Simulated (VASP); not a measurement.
# Mg (P6_3/mmc) in VASP: further runs, part 3 of 3

VASP 6.6.1. The steps go on from the part before.

## Step 6: Electric field gradients, LDA (volume scaled by 1.01)

INCAR

```
SYSTEM = Mg
  PREC = Accurate
  ENCUT = 520
  EDIFF = 1E-8
  ISMEAR = -1
  SIGMA = 0.05
  LREAL = .FALSE.
  LASPH = .TRUE.
  NELM = 100
  ALGO = Normal
  ISIF = 2
  LWAVE = .FALSE.
  LCHARG = .FALSE.
  LEFG = .TRUE.
  NBANDS = 9
```

KPOINTS

```
Automatic mesh
0
G
  12 12 7
  0 0 0
```

POSCAR

```
Mg
1.0
    3.2199336425      0.0000000000      0.0000000000
   -1.6099668212      2.7885443329      0.0000000000
    0.0000000000      0.0000000000      5.2276401936
Mg
2
Direct
    0.3333333333      0.6666666667      0.2500000000
    0.6666666667      0.3333333333      0.7500000000
```

Potentials or basis: VASP PAW LDA potentials, release 64 (Mg).

Run with:

```bash
cat potpaw_LDA.64/Mg/POTCAR > POTCAR
mpirun -np 1 vasp_std > vasp.out
```

OUTCAR:

```text
SYSTEM = Mg
   PREC = Accurate
   ENCUT = 520
   EDIFF = 1E-8
   ISMEAR = -1
   LREAL = .FALSE.
   LASPH = .TRUE.
   NELM = 100
   ISIF = 2

 ion  position               nearest neighbor table
   1  0.333  0.667  0.250-   2 3.21   2 3.21   2 3.21   2 3.21   2 3.21   2 3.21
   2  0.667  0.333  0.750-   1 3.21   1 3.21   1 3.21   1 3.21   1 3.21   1 3.21

  LATTYP: Found a hexagonal cell.
 ALAT       =     3.2199336425
 C/A-ratio  =     1.6235242008

  Lattice vectors:

 A1 = (   3.2199336425,   0.0000000000,   0.0000000000)
 A2 = (  -1.6099668212,   2.7885443329,   0.0000000000)
 A3 = (   0.0000000000,   0.0000000000,   5.2276401936)

Analysis of symmetry for initial positions (statically):
[... 35 lines left out ...]
                                     Primitive cell

  volume of cell :      46.9386

  direct lattice vectors                    reciprocal lattice vectors
     3.219933643  0.000000000  0.000000000     0.310565406  0.179305021  0.000000000
    -1.609966821  2.788544333  0.000000000     0.000000000  0.358610042  0.000000000
     0.000000000  0.000000000  5.227640194     0.000000000  0.000000000  0.191290900

  length of vectors
     3.219933643  3.219933642  5.227640194     0.358610042  0.358610042  0.191290900

  position of ions in fractional coordinates (direct lattice)
     0.333333333  0.666666667  0.250000000
     0.666666667  0.333333333  0.750000000

  ion indices of the primitive-cell ions
   primitive index   ion index
                 1           1
                 2           2

----------------------------------------------------------------------------------------

 KPOINTS: Automatic mesh

Automatic generation of k-mesh.
 Grid dimensions read from file:
 generate k-points for:   12   12    7

 Generating k-lattice:

  Cartesian coordinates                     Fractional coordinates (reciprocal lattice)
     0.025880451  0.014942085  0.000000000     0.083333333  0.000000000  0.000000000
     0.000000000  0.029884170  0.000000000     0.000000000  0.083333333  0.000000000
     0.000000000  0.000000000  0.027327271     0.000000000  0.000000000  0.142857143

  Length of vectors
     0.029884170  0.029884170  0.027327271

  Shift w.r.t. Gamma in fractional coordinates (k-lattice)
     0.000000000  0.000000000  0.000000000

 Subroutine IBZKPT returns following result:
 ===========================================

 Found     76 irreducible k-points:

 Following reciprocal coordinates:
            Coordinates               Weight
  0.000000  0.000000  0.000000      1.000000
  0.083333  0.000000  0.000000      6.000000
  0.166667  0.000000  0.000000      6.000000
  0.250000  0.000000  0.000000      6.000000
  0.333333  0.000000  0.000000      6.000000
  0.416667 -0.000000  0.000000      6.000000
[... 16 lines left out ...]
  0.250000  0.000000  0.142857     12.000000
  0.333333  0.000000  0.142857     12.000000
 [... further k-points ...]
[... 21 lines left out ...]
   NSW    =      0    number of steps for IOM
   IBRION =     -1    ionic relax: 0-MD 1-quasi-New 2-CG
   NFREE  =      0    steps in history (QN), initial steepest desc. (CG)
   ISIF   =      2    stress and relaxation
   ISYM   =      2    0-nonsym 1-usesym 2-fastsym
   POTIM  = 0.5000    time-step for ionic-motion
   TEBEG  =    0.0;   TEEND  =   0.0 temperature during run
   PSTRESS=    0.0 pullay stress
   NELECT =       4.0000    total number of electrons
   NUPDOWN=      -1.0000    fix difference up-down
   EMIN   =  10.00;   EMAX   =-10.00  energy-range for DOS
   EFERMI =   0.00;   METHOD = LEGACY
   ISMEAR =    -1;   SIGMA  =   0.05  broadening in eV -4-tet -1-fermi 0-gaus
   EFERMI_NEDOS =   21; number of points for ismear=-14 and -15
   IALGO  =     38    algorithm
   IMIX   =      4    mixing-type and parameters
     AMIX     =   0.40;   BMIX     =  1.00
     AMIX_MAG =   1.60;   BMIX_MAG =  1.00
  volume/ion in A,a.u.               =      23.47       158.38
  Fermi-wavevector in a.u.,A,eV,Ry     =   0.720418  1.361393  7.061459  0.519003
  Thomas-Fermi vector in A             =   1.809865
   LORBIT       =      0    0 simple, 1 ext, 2 COOP (PROOUT), +10 PAW based schemes
   GGA     = CA    functional components
   LHFCALC =     F    Hartree Fock is set to
   AEXX    =    0.0000 exact exchange contribution
   IVDW    =     0    specifies the selected vdW correction
   LEPSILON=     F    determine dielectric tensor
   LRPA    =     F    only Hartree local field effects (RPA)
 non-spin polarized calculation
  energy-cutoff  :      520.00
  volume of cell :       46.94
 maximum number of plane-waves:      1284
 NGX is ok and might be reduce to    24
   NGX = 11   NGY = 11   NGZ = 19

 number of electron       4.0000000 magnetization

 Free energy of the ion-electron system (eV)
  ---------------------------------------------------
  ext. energy  EPLUGINS =         0.00000000
  ---------------------------------------------------
  free energy    TOTEN  =        -3.58145992 eV

  energy without entropy =       -3.57364063  energy(sigma->0) =       -3.57755028

 E-fermi :   2.3077     XC(G=0):  -8.6088

 val. band max:        2.2857666072   @ k =   0.3333   0.1667   0.1429
 cond. band min:       2.3434115117   @ k =   0.2500   0.0833   0.0000
 fundamental gap:      0.0576449045
 Fermi energy:         2.3077122187

 k-point     1 :       0.0000    0.0000    0.0000
  band No.  band energies     occupation
      1      -4.4686      2.00000
      2       0.7439      2.00000
      3       1.0775      2.00000
      4      13.1210      0.00000
      5      13.1210      0.00000
      6      13.1271      0.00000
      7      13.1271      0.00000
      8      14.0509      0.00000
      9      15.5252      0.00000
[... 265 lines left out ...]
 k-point    24 :       0.3333    0.0000    0.1429
  band No.  band energies     occupation
      1      -2.2292      2.00000
      2       1.5227      2.00000
      3       3.7977      0.00000
      4       4.7579      0.00000
      5       7.5419      0.00000
      6       9.5983      0.00000
      7       9.8917      0.00000
      8      11.4027      0.00000
      9      12.9190      0.00000

 [... further k-points ...]
[... 5 lines left out ...]
  --------------------------------------------------------------------------------------
  -------------------------------------------------------------------------------------
  Total       -0.8261322     -0.8261322     -1.0816103     -0.0000000      0.0000000      0.0000000
  in kB      -28.1987557    -28.1987557    -36.9191122     -0.0000000      0.0000000      0.0000000
  external PRESSURE =     -31.1055412 kB  Pullay stress =       0.0000000 kB

 VOLUME and BASIS-vectors are now :
 -----------------------------------------------------------------------------
  energy-cutoff  :      520.00
  volume of cell :       46.94
      direct lattice vectors                 reciprocal lattice vectors
     3.219933643  0.000000000  0.000000000     0.310565406  0.179305021  0.000000000
    -1.609966821  2.788544333  0.000000000     0.000000000  0.358610042  0.000000000
     0.000000000  0.000000000  5.227640194     0.000000000  0.000000000  0.191290900

 POSITION                                       TOTAL-FORCE (eV/Angst)
 -----------------------------------------------------------------------------------
     -0.00000      1.85903      1.30691        -0.000000      0.000000      0.000000
      1.60997      0.92951      3.92073         0.000000     -0.000000      0.000000
 -----------------------------------------------------------------------------------
    total drift:                                0.000000     -0.000000      0.000000

  FREE ENERGIE OF THE ION-ELECTRON SYSTEM (eV)
  ---------------------------------------------------
  free  energy   TOTEN  =        -3.5814599211 eV

  energy  without entropy=       -3.5736406328  energy(sigma->0) =       -3.57755028

 Electric field gradients (V/A^2)
---------------------------------------------------------------------
 ion       V_xx      V_yy      V_zz      V_xy      V_xz      V_yz
---------------------------------------------------------------------
   1      -0.634    -0.634     1.267    -0.000    -0.000     0.000
   2      -0.634    -0.634     1.267    -0.000     0.000    -0.000
---------------------------------------------------------------------

 Electric field gradients after diagonalization (V/A^2)
 (convention: |V_zz| > |V_xx| > |V_yy|)
----------------------------------------------------------------------
 ion       V_xx      V_yy      V_zz     asymmetry (V_yy - V_xx)/ V_zz
----------------------------------------------------------------------
   1      -0.634    -0.634     1.267       0.000
   2      -0.634    -0.634     1.267       0.000
----------------------------------------------------------------------

           NMR quadrupolar parameters

 Cq : quadrupolar parameter    Cq=e*Q*V_zz/h
 eta: asymmetry parameters     (V_yy - V_xx)/ V_zz
 Q  : nuclear electric quadrupole moment in mb (millibarn)
----------------------------------------------------------------------
 ion       Cq(MHz)       eta       Q (mb)
----------------------------------------------------------------------
   1       0.003       0.000       1.000
   2       0.003       0.000       1.000
----------------------------------------------------------------------
```

stdout:

```text
POSCAR found type information on POSCAR Mg
 POSCAR found :  1 types and       2 ions
 scaLAPACK will be used
 LDA part: xc-table for (Slater(with rela. corr.)+CA(PZ))
 , standard interpolation
 POSCAR, INCAR and KPOINTS ok, starting setup
 FFT: planning ... GRIDC
 FFT: planning ... GRID_SOFT
 FFT: planning ... GRID
 WAVECAR not read
 entering main loop
ion   1

ion   2
```

Wall time 8.8 s (1 thread of Intel Xeon Platinum 8488C (Sapphire Rapids), shared host); peak memory 0.16 GiB.

Results:

```
Free energy            : -3.5815 eV
Pressure               : -3.1 GPa
Band gap on the k mesh : zero (band 2 reaches 3.36 eV, above the bottom of band 3 at 1.08 eV)
```

Electric field gradients, principal values (V/Å²):
```csv
atom,least,middle,greatest (by size)
1 Mg,-0.634,-0.634,1.267
2 Mg,-0.634,-0.634,1.267
```

Caveat: without QUAD_EFG the Cq values of the log hold for a quadrupole moment of 1 mb, not for the nuclei.

## Step 7: Overview

| cell | gap on the mesh (eV) | pressure (GPa) |
| --- | --- | --- |
| a = 3.188, b = 3.188, c = 5.175 Å, angles 90.0, 90.0, 120.0°, 2 atoms | none | -2.2 |
| a = 3.209, b = 3.209, c = 5.210 Å, angles 90.0, 90.0, 120.0°, 2 atoms | none | -2.8 |
| a = 3.220, b = 3.220, c = 5.228 Å, angles 90.0, 90.0, 120.0°, 2 atoms | none | -3.1 |

Alike in all rows: task electric field gradients; level LDA; potentials or basis VASP PAW LDA potentials, release 64 (Mg); no spin polarisation; k mesh 12 × 12 × 7; cutoff (eV) 520; smearing fermi-dirac 0.05 eV.

Absolute energies hang on the potentials; compare differences alone.
